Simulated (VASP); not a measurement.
Set up this calculation in VASP 6.6.1, as the native input.

* Task: single point
* Functional: PBE0
* Potentials or basis: VASP PAW PBE potentials, release 64 (B, N)
* Cutoff: 520 eV
* k mesh: 6 × 6 × 6
* Occupations: gaussian, width 0.01 eV
* Spin: no spin polarisation
* Dipole correction: no
* Grid for exact exchange (PRECFOCK): Normal
* Further INCAR settings: ALGO = Normal; EDIFF = 1e-06; NBANDS = 11

BN:

```
B N
1.0
     0.00000    1.74583    1.74583
     1.74583    0.00000    1.74583
     1.74583    1.74583    0.00000
B N
1 1
Cartesian
  0.0000 0.0000 0.0000
  1.7458 1.7458 1.7458
```

These files were run (other wordings do the same):

POSCAR

```
BN
1.0
    0.0000000000      1.7458259346      1.7458259346
    1.7458259346      0.0000000000      1.7458259346
    1.7458259346      1.7458259346      0.0000000000
B N
1 1
Direct
    0.0000000000      0.0000000000      0.0000000000
    0.5000000000      0.5000000000      0.5000000000
```

INCAR.step1

```
PREC = Accurate
ENCUT = 520
EDIFF = 1E-5
ISMEAR = 0
SIGMA = 0.01
LREAL = F
LASPH = T
NELM = 60
ALGO = Normal
ISIF = 2
LWAVE = T
LCHARG = F
NBANDS = 11
GGA = PE
```

INCAR.step2

```
PREC = Accurate
ENCUT = 520
EDIFF = 1E-6
ISMEAR = 0
SIGMA = 0.01
LREAL = F
LASPH = T
NELM = 60
ALGO = Normal
ISIF = 2
LWAVE = F
LCHARG = F
GGA = PE
LHFCALC = T
AEXX = 0.25
PRECFOCK = Normal
NBANDS = 11
ISTART = 1
```

KPOINTS

```
regular mesh
0
Gamma
  6 6 6
```

Potentials or basis: VASP PAW PBE potentials, release 64 (B, N).

The run is started by

```console
$ cat potpaw_PBE.64/B/POTCAR potpaw_PBE.64/N/POTCAR > POTCAR
$ cp INCAR.step1 INCAR
$ mpirun -np 1 vasp_std > vasp.out
$ cp INCAR.step2 INCAR
$ mpirun -np 1 vasp_std > vasp.out
```

It gave:

The pressure is -8.4 GPa and the band gap on the k mesh is 2.95 eV, indirect (least direct gap 8.01 eV).

Caveat: the k points lie up to 0.52 Å⁻¹ apart; the PAW data sets were made with another functional, which shifts forces and pressure a little.

It took 93 s on 1 thread of Intel Xeon 6975P-C (shared host), peak memory 0.12 GiB.
